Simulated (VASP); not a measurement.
# Fe in VASP: settings compared

The runs below take Fe through single point, with PBE, LDA, PBEsol.

Program: VASP 6.6.1. These are calculated values, not measurements. Logs are shortened: lines on timing, memory, paths and dates and some standing lists are left out, and cuts for length are marked.

## Step 1: The cell of the first run

The cell holds a sheet with vacuum, 1 atom: a = 2.311 Å, b = 2.311 Å, c = 23.800 Å, α = 90.00°, β = 90.00°, γ = 90.00°.

## Step 2: Single point, PBE, collinear spin, ferromagnetic start

Input file INCAR:

```
SYSTEM = Fe
PREC = Accurate
ENCUT = 520
EDIFF = 1E-7
ISMEAR = -1
SIGMA = 0.05
LREAL = .False.
LASPH = .True.
NELM = 150
ALGO = Normal
ISIF = 2
LWAVE = .False.
LCHARG = .False.
ISPIN = 2
MAGMOM = 3
LORBIT = 11
LMAXMIX = 4
GGA = PE
NBANDS = 14
```

Input file KPOINTS:

```
Automatic mesh
0
Gamma
  11 11 1
  0 0 0
```

Input file POSCAR:

```
Fe
1.0
    2.3111900000      0.0000000000      0.0000000000
    0.0000000000      2.3111900000      0.0000000000
    0.0000000000      0.0000000000     23.8000000000
Fe
1
Direct
    0.0000000000      0.0000000000      0.2941200000
```

Potentials or basis: VASP PAW PBE potentials, release 64 (Fe).

On the command line:

```sh
$ cat potpaw_PBE.64/Fe/POTCAR > POTCAR
$ mpirun -np 1 vasp_std > vasp.out
```

OUTCAR:

```text
SYSTEM = Fe
   PREC = Accurate
   ENCUT = 520
   EDIFF = 1E-7
   ISMEAR = -1
   LREAL = .False.
   LASPH = .True.
   NELM = 150
   ISIF = 2
   ISPIN = 2
   LORBIT = 11
   GGA = PE

 ion  position               nearest neighbor table
   1  0.000  0.000  0.294-

  LATTYP: Found a simple tetragonal cell.
 ALAT       =     2.3111900000
 C/A-ratio  =    10.2977254142

  Lattice vectors:

 A1 = (   2.3111900000,   0.0000000000,   0.0000000000)
 A2 = (   0.0000000000,   2.3111900000,   0.0000000000)
 A3 = (   0.0000000000,   0.0000000000,  23.8000000000)

Analysis of symmetry for initial positions (statically):
=====================================================================
 Subroutine PRICEL returns:
 Original cell was already a primitive cell.

 Routine SETGRP: Setting up the symmetry group for a
 simple tetragonal supercell.

 Subroutine GETGRP returns: Found 16 space group operations
 (whereof  8 operations were pure point group operations)
 out of a pool of 16 trial point group operations.

The static configuration has the point symmetry C_4v.
 The point group associated with its full space group is D_4h.

Analysis of symmetry for dynamics (positions and initial velocities):
=====================================================================
 Subroutine PRICEL returns:
 Original cell was already a primitive cell.

 Routine SETGRP: Setting up the symmetry group for a
 simple tetragonal supercell.

 Subroutine GETGRP returns: Found 16 space group operations
 (whereof  8 operations were pure point group operations)
 out of a pool of 16 trial point group operations.

The dynamic configuration has the point symmetry C_4v.
 The point group associated with its full space group is D_4h.

Analysis of structural, dynamic, and magnetic symmetry:
=====================================================================
 Subroutine PRICEL returns:
 Original cell was already a primitive cell.

 Routine SETGRP: Setting up the symmetry group for a
 simple tetragonal supercell.

 Subroutine GETGRP returns: Found 16 space group operations
 (whereof  8 operations were pure point group operations)
 out of a pool of 16 trial point group operations.

The overall configuration has the point symmetry C_4v.
 The point group associated with its full space group is D_4h.

 Subroutine INISYM returns: Found 16 space group operations
 (whereof  8 operations are pure point group operations),
 and found     1 'primitive' translations

----------------------------------------------------------------------------------------

                                     Primitive cell
[... 128 lines left out ...]
  ---------------------------------------------------
  free energy    TOTEN  =        -6.41689216 eV

  energy without entropy =       -6.40617000  energy(sigma->0) =       -6.41153108

 E-fermi :  -3.6421     XC(G=0):  -1.9800

 val. band max:       -3.7284572906   @ k =   0.3636   0.0909   0.0000
 cond. band min:      -3.6155667974   @ k =   0.4545   0.3636   0.0000
 fundamental gap:      0.1128904932
 Fermi energy:        -3.6421325943

 spin component 1

 k-point     1 :       0.0000    0.0000    0.0000
  band No.  band energies     occupation
      1      -9.4519      1.00000
      2      -7.4803      1.00000
      3      -6.5537      1.00000
      4      -4.5210      1.00000
      5      -4.5210      1.00000
      6      -3.8745      0.99051
      7      -3.5634      0.17152
      8       0.5978      0.00000
      9       1.0748      0.00000
     10       1.2244      0.00000
     11       2.0331      0.00000
     12       2.3150      0.00000
     13       3.6882      0.00000
     14       4.0660      0.00000
[... 325 lines left out ...]
  band No.  band energies     occupation
      1      -8.1459      1.00000
      2      -6.2720      1.00000
      3      -6.2356      1.00000
      4      -5.0676      1.00000
      5      -2.7234      0.00000
      6       3.5599      0.00000
      7       4.8004      0.00000
      8       8.7415      0.00000
      9       9.6329      0.00000
     10      10.6041      0.00000
     11      10.6700      0.00000
     12      12.2228      0.00000
     13      12.3486      0.00000
     14      12.8276      0.00000
 Fermi energy:        -3.6421325943

 spin component 2

 k-point     1 :       0.0000    0.0000    0.0000
  band No.  band energies     occupation
      1      -8.8390      1.00000
      2      -5.7303      1.00000
      3      -3.9949      0.99914
      4      -3.2060      0.00016
      5      -1.8248      0.00000
      6      -1.8248      0.00000
      7      -0.7339      0.00000
      8       0.6774      0.00000
      9       1.0305      0.00000
     10       1.2405      0.00000
     11       2.0379      0.00000
     12       2.3879      0.00000
     13       3.6957      0.00000
     14       4.1540      0.00000
[... 326 lines left out ...]
      1      -6.1389      1.00000
      2      -3.9374      0.99728
      3      -3.8822      0.99185
      4      -1.7161      0.00000
      5      -0.5174      0.00000
      6       4.1834      0.00000
      7       5.3673      0.00000
      8       9.3227      0.00000
      9      10.3936      0.00000
     10      11.0252      0.00000
     11      11.4991      0.00000
     12      12.5791      0.00000
     13      12.6238      0.00000
     14      12.7268      0.00000

------------------------ aborting loop because EDIFF is reached ----------------------------------------

  FORCE on cell =-STRESS in cart. coord.  units (eV):
  Direction    XX          YY          ZZ          XY          YZ          ZX
  --------------------------------------------------------------------------------------
  -------------------------------------------------------------------------------------
  Total       -0.0381175     -0.0381175     -0.0006162      0.0000000      0.0000000      0.0000000
  in kB       -0.4803818     -0.4803818     -0.0077657      0.0000000      0.0000000      0.0000000
  external PRESSURE =      -0.3228431 kB  Pullay stress =       0.0000000 kB

 VOLUME and BASIS-vectors are now :
 -----------------------------------------------------------------------------
  energy-cutoff  :      520.00
  volume of cell :      127.13
      direct lattice vectors                 reciprocal lattice vectors
     2.311190000  0.000000000  0.000000000     0.432677538  0.000000000  0.000000000
     0.000000000  2.311190000  0.000000000     0.000000000  0.432677538  0.000000000
     0.000000000  0.000000000 23.800000000     0.000000000  0.000000000  0.042016807

 POSITION                                       TOTAL-FORCE (eV/Angst)
 -----------------------------------------------------------------------------------
      0.00000      0.00000      7.00006         0.000000     -0.000000      0.000000
 -----------------------------------------------------------------------------------
    total drift:                                0.000000      0.000000     -0.000028

  FREE ENERGIE OF THE ION-ELECTRON SYSTEM (eV)
  ---------------------------------------------------
  free  energy   TOTEN  =        -6.4168921635 eV

  energy  without entropy=       -6.4061699986  energy(sigma->0) =       -6.41153108

 total charge

# of ion       s       p       d       tot
------------------------------------------
    1        0.502   0.309   6.243   7.054

 magnetization (x)

# of ion       s       p       d       tot
------------------------------------------
    1        0.027  -0.005   2.648   2.671
```

stdout:

```text
POSCAR found type information on POSCAR Fe
 POSCAR found :  1 types and       1 ions
 scaLAPACK will be used
 LDA part: xc-table for (Slater+PW92), standard interpolation
 POSCAR, INCAR and KPOINTS ok, starting setup
 FFT: planning ... GRIDC
 FFT: planning ... GRID_SOFT
 FFT: planning ... GRID
 WAVECAR not read
 entering main loop
```

Wall time 56 s (1 thread of Intel Xeon 6975P-C (Granite Rapids), shared host); peak memory 0.29 GiB.

Results:

- Free energy: -6.4169 eV
- Net moment: 2.73 μB per cell
- Site moments: Fe +2.67 μB
- Valence electrons inside the program's atomic spheres: Fe 7.05

Levels at points of the mesh, in eV from the Fermi level:
Spin up:
```tsv
k point	band 2	band 3	band 4	band 5	band 6	band 7	band 8	band 9	band 10	band 11
(0.00, 0.00, 0.00)	-3.84	-2.91	-0.88	-0.88	-0.23	0.08	4.24	4.72	4.87	5.68
```
Spin down:
```
           k point  band 1  band 2  band 3  band 4  band 5  band 6  band 7
(0.00, 0.00, 0.00)   -5.20   -2.09   -0.35    0.44    1.82    1.82    2.91
```

(Continued in part 2 of 2.)
